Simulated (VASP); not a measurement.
# As (Pmmn) in VASP: a series of runs, part 2 of 2

VASP 6.6.1. Earlier steps stand in the parts before.

**3. Relaxation of cell and atoms, PBE**

This run uses another cell than the first one, of 20.46 Å³/atom.

The input, INCAR:

```
  ALGO = Normal
  EDIFF = 1E-7
  EDIFFG = -0.04
  ENCUT = 600
  GGA = PE
  IBRION = 2
  ISIF = 3
  ISMEAR = 0
  LASPH = True
  LCHARG = False
  LREAL = False
  LWAVE = False
  NELM = 60
  NSW = 90
  PREC = Accurate
  SIGMA = 0.1
```

The input, KPOINTS:

```
k-points
0
Gamma
  6 4 6
```

The input, POSCAR:

```
As
1.0
    2.6070815400      0.0000000000      0.0000000000
    0.0000000000      4.3520563700      0.0000000000
    0.0000000000      0.0000000000      3.6058576800
As
2
Direct
    0.0000000000      0.0000000000      0.6997510800
    0.5000000000      0.5000000000      0.3002489200
```

Potentials or basis: VASP PAW PBE potentials, release 64 (As).

On the command line:

```
$ cat potpaw_PBE.64/As/POTCAR > POTCAR
$ mpirun -np 1 vasp_std > vasp.out
```

OUTCAR:

```text
EDIFF = 1E-7
   EDIFFG = -0.04
   ENCUT = 600
   GGA = PE
   IBRION = 2
   ISIF = 3
   ISMEAR = 0
   LASPH = True
   LREAL = False
   NELM = 60
   NSW = 90
   PREC = Accurate

 ion  position               nearest neighbor table
   1  0.000  0.000  0.700-   2 2.92   2 2.92   2 2.92   2 2.92
   2  0.500  0.500  0.300-   1 2.92   1 2.92   1 2.92   1 2.92

  LATTYP: Found a simple orthorhombic cell.
 ALAT       =     2.6070815400
 B/A-ratio  =     1.3831012282
 C/A-ratio  =     1.6693211559

  Lattice vectors:

 A1 = (  -2.6070815400,   0.0000000000,   0.0000000000)
 A2 = (   0.0000000000,   0.0000000000,   3.6058576800)
 A3 = (   0.0000000000,   4.3520563700,   0.0000000000)

Analysis of symmetry for initial positions (statically):
[... 372 lines left out ...]
 Fermi energy:         5.5565163710

 k-point     1 :       0.0000    0.0000    0.0000
  band No.  band energies     occupation
      1      -9.0510      2.00000
      2      -4.4442      2.00000
      3      -0.0392      2.00000
      4       4.0529      2.00000
      5       7.4692      0.00000
      6       9.6209      0.00000
      7      10.2856      0.00000
      8      10.6230      0.00000
      9      14.2804      0.00000
[... 265 lines left out ...]
 k-point    24 :       0.5000    0.5000    0.1667
  band No.  band energies     occupation
      1      -3.2753      2.00000
      2      -3.2753      2.00000
      3      -0.2715      2.00000
      4      -0.2715      2.00000
      5       6.8719      0.00000
      6       6.8719      0.00000
      7       7.4298      0.00000
      8       7.4298      0.00000
      9      14.2540      0.00000

 [... further k-points ...]

------------------------ aborting loop because EDIFF is reached ----------------------------------------

  FORCE on cell =-STRESS in cart. coord.  units (eV):
  Direction    XX          YY          ZZ          XY          YZ          ZX
  --------------------------------------------------------------------------------------
  -------------------------------------------------------------------------------------
  Total       -0.0322448      0.0153183     -0.0283403      0.0000000      0.0000000      0.0000000
  in kB       -1.2516438      0.5946087     -1.1000816      0.0000000      0.0000000      0.0000000
  external PRESSURE =      -0.5857056 kB  Pullay stress =       0.0000000 kB
[... 17 lines left out ...]
  FREE ENERGIE OF THE ION-ELECTRON SYSTEM (eV)
  ---------------------------------------------------
  free  energy   TOTEN  =        -8.3237236551 eV

  energy  without entropy=       -8.3228714850  energy(sigma->0) =       -8.32329757

 reached required accuracy - stopping structural energy minimisation
```

It took 33 s on 1 thread of Intel Xeon 6975P-C (Granite Rapids), shared host; peak memory 0.18 GiB.

Results:

| Quantity | Value |
| --- | --- |
| Free energy | -8.3237 eV |
| Relaxed volume | 20.64 Å³/atom |
| Relaxed cell | a = 2.649 Å, b = 4.569 Å, c = 3.411 Å, α = 90.00°, β = 90.00°, γ = 90.00° |
| Space group after relaxing (to 0.1 Å) | Pmmn (No. 59) |
| Energy gained by relaxing | 30.8 meV/atom |
| Ionic steps | 6 |
| Pressure after relaxing | -0.1 GPa |
| Largest force after relaxing | 0.035 eV/Å |
| Band gap on the k mesh | zero (bands 5 and 6 overlap by 5.09 eV) |

Forces on the atoms (eV/Å):
```
As   0.000  0.000  0.035
As   0.000  0.000 -0.035
```

Stress tensor (GPa, compression positive):
```
-0.13  0.00  0.00
 0.00  0.06  0.00
 0.00  0.00 -0.11
```

Step by step:
```tsv
step	energy change (eV)	largest force (eV/Å)	pressure (GPa)	volume (Å³)
1	0.0000	0.2880	2.81	40.91
2	-0.0229	0.0746	-2.38	43.05
3	-0.0288	0.1294	-0.90	42.35
4	-0.0431	0.0673	-0.73	42.04
5	-0.0604	0.0342	0.24	41.02
6	-0.0615	0.0352	-0.06	41.28
```

Final structure:
```
As
1.0
     2.64874    0.00000    0.00000
     0.00000    4.56854    0.00000
     0.00000    0.00000    3.41093
As
2
Direct
  0.00000 0.00000 0.70981
  0.50000 0.50000 0.29019
```

Levels at points of the mesh, in eV from the Fermi level:
| k point | band 1 | band 2 | band 3 | band 4 | band 5 | band 6 | band 7 | band 8 | band 9 |
| --- | --- | --- | --- | --- | --- | --- | --- | --- | --- |
| (0.00, 0.00, 0.00) | -14.61 | -10.00 | -5.60 | -1.50 | 1.91 | 4.06 | 4.73 | 5.07 | 8.72 |
| (0.50, 0.00, 0.00) | -9.64 | -9.64 | -3.87 | -3.87 | -0.53 | -0.53 | 2.70 | 2.70 | 8.51 |
| (0.00, 0.50, 0.00) | -13.05 | -13.05 | -1.01 | -1.01 | 0.38 | 0.38 | 6.41 | 6.52 | 6.52 |
| (0.50, 0.50, 0.00) | -9.04 | -9.04 | -6.08 | -6.08 | 2.61 | 2.61 | 2.87 | 2.87 | 8.14 |
| (0.00, 0.00, 0.50) | -12.77 | -11.44 | -3.73 | -3.43 | -2.74 | -1.38 | 6.47 | 7.57 | 11.59 |
| (0.50, 0.00, 0.50) | -8.26 | -8.26 | -5.11 | -5.11 | 0.32 | 0.32 | 0.75 | 0.75 | 5.14 |
| (0.00, 0.50, 0.50) | -11.87 | -11.87 | -6.23 | -6.23 | 2.95 | 2.95 | 7.10 | 7.10 | 8.54 |
| (0.50, 0.50, 0.50) | -8.01 | -8.01 | -4.72 | -4.72 | -1.72 | -1.72 | -0.54 | -0.54 | 9.22 |

Caveat: the k points lie up to 0.40 Å⁻¹ apart in the final cell, too coarse for converged energies and pressures of a metal.

**4. Relaxation of cell and atoms, PBE**

The input, INCAR:

```
SYSTEM = As
ALGO = Normal
EDIFF = 1E-6
EDIFFG = -0.01
ENCUT = 600
GGA = PE
IBRION = 2
ISIF = 3
ISMEAR = 0
LASPH = .TRUE.
LCHARG = .FALSE.
LREAL = .FALSE.
LWAVE = .FALSE.
NELM = 100
NSW = 100
PREC = Accurate
SIGMA = 0.1
```

The input, KPOINTS:

```
k-points
0
G
  20 12 16
  0 0 0
```

The input, POSCAR:

```
As
1.0
    2.6458966445      0.0000000000      0.0000000000
    0.0000000000      4.5402377340      0.0000000000
    0.0000000000      0.0000000000      3.3952183276
As
2
Direct
    0.0000000000      0.0000000000      0.7269868144
    0.5000000000      0.5000000000      0.2730131856
```

On the command line:

```
$ cat potpaw_PBE.64/As/POTCAR > POTCAR
$ mpirun -np 1 vasp_std > vasp.out
```

It took 24 min on 1 thread of Intel Xeon 6975P-C (Granite Rapids), shared host; peak memory 0.49 GiB.

It converged, with:

| Property | Result |
| --- | --- |
| Free energy | -8.6560 eV |
| Relaxed volume | 22.95 Å³/atom |
| Relaxed cell | a = 3.345 Å, b = 3.325 Å, c = 4.126 Å, α = 90.00°, β = 90.00°, γ = 90.00° |
| Space group after relaxing (to 0.1 Å) | P4/nmm (No. 129) |
| Energy gained by relaxing | 225.7 meV/atom |
| Ionic steps | 42 |
| Pressure after relaxing | 0.0 GPa |
| Band gap on the k mesh | zero (bands 5 and 6 overlap by 3.64 eV) |

Forces in eV/Å, atoms in the order of the input:
```
As   0.000  0.000 -0.003
As   0.000  0.000  0.003
```

Stress tensor (GPa, compression positive):
```
-0.02  0.00  0.00
 0.00  0.05  0.00
 0.00  0.00 -0.04
```

The path:
```tsv
step	energy change (eV)	largest force (eV/Å)	pressure (GPa)	volume (Å³)
1	0.0000	0.0253	-0.54	40.79
3	-0.0780	0.0244	-0.80	39.96
5	-0.1532	0.0300	4.21	36.88
7	-0.1719	0.0317	7.09	35.82
9	-0.1675	0.0492	8.76	35.26
11	-0.2256	0.1344	5.21	36.44
13	-0.2409	0.1565	3.74	36.98
15	-0.2699	0.2334	-0.27	38.69
17	-0.2802	0.2477	-0.06	38.69
19	-0.3156	0.1727	2.08	38.65
21	-0.3220	0.1038	3.81	38.59
23	-0.3308	0.1133	3.73	38.89
25	-0.3692	0.0460	3.82	40.18
27	-0.4202	0.2847	2.71	43.54
29	-0.4354	0.2567	0.36	46.18
31	-0.4491	0.0668	-0.17	45.76
33	-0.4499	0.0006	-0.32	45.64
35	-0.4507	0.0136	0.18	45.32
37	-0.4510	0.0374	-0.03	45.51
39	-0.4513	0.0171	0.15	45.58
41	-0.4514	0.0178	-0.04	45.88
42	-0.4514	0.0030	0.00	45.90
```

Final structure:
```cif
data_structure
_symmetry_space_group_name_H-M 'P 1'
_symmetry_Int_Tables_number 1
_cell_length_a 3.3450
_cell_length_b 3.3252
_cell_length_c 4.1265
_cell_angle_alpha 90.000
_cell_angle_beta 90.000
_cell_angle_gamma 90.000
_cell_volume 45.90
loop_
_atom_site_label
_atom_site_type_symbol
_atom_site_fract_x
_atom_site_fract_y
_atom_site_fract_z
_atom_site_occupancy
As1 As 0.00000 0.00000 0.64589 1
As2 As 0.50000 0.50000 0.35411 1
```

Levels at points of the mesh, in eV from the Fermi level:
```
           k point  band 1  band 2  band 3  band 4  band 5  band 6  band 7  band 8  band 9
(0.00, 0.00, 0.00)  -14.34   -6.85   -1.92   -1.56   -1.44    0.71    4.68    5.88    5.93
(0.50, 0.00, 0.00)  -11.28  -11.28   -1.94   -1.94    1.58    1.58    2.01    2.01    6.28
(0.00, 0.50, 0.00)  -11.24  -11.24   -1.94   -1.94    1.50    1.50    1.99    1.99    6.24
(0.50, 0.50, 0.00)   -9.47   -9.47   -5.78   -5.78    0.67    0.67    3.18    3.18    7.23
(0.00, 0.00, 0.50)  -13.90   -8.67   -1.18   -1.06   -0.64    1.39    4.46    4.54    5.33
(0.50, 0.00, 0.50)  -10.93  -10.93   -4.19   -4.19    1.80    1.80    4.30    4.30    8.32
(0.00, 0.50, 0.50)  -10.89  -10.89   -4.17   -4.17    1.73    1.73    4.20    4.20    8.27
(0.50, 0.50, 0.50)   -9.22   -9.22   -5.31   -5.31   -1.18   -1.18    0.58    0.58   14.41
```

Caveat: a cell axis changed by over 15 % at a fixed basis, so the end point is rough; this functional lacks dispersion, which binds layers or chains, so the pressure and a relaxed spacing across them are unreliable.

**5. Overview**

```tsv
task	cell	k mesh	cutoff (eV)	gap on the mesh (eV)	pressure (GPa)	relaxed volume (Å³/atom)	largest force (eV/Å)
single point	a = 2.646, b = 4.540, c = 3.395 Å, 2 atoms, atomic positions A	6 × 4 × 6	520	none	0.2	-	0.01
relaxation of cell and atoms	relaxed from a = 2.607, b = 4.352, c = 3.606 Å, 2 atoms, atomic positions B	6 × 4 × 6	600	none	-0.1	20.64	0.04
relaxation of cell and atoms	relaxed from a = 2.646, b = 4.540, c = 3.395 Å, 2 atoms, atomic positions A	20 × 12 × 16	600	none	0.0	22.95	-
```

Alike in all rows: level PBE; potentials or basis VASP PAW PBE potentials, release 64 (As); no spin polarisation; smearing gaussian 0.1 eV.

Caveats: some runs use coarse meshes; a cell axis changed by over 15 % at a fixed basis, so the end point is rough (at least some runs); this functional lacks dispersion, which binds layers or chains, so the pressure and a relaxed spacing across them are unreliable (at least some runs).

Total energies depend on the potentials used, so only differences within one code and one set of settings carry meaning.
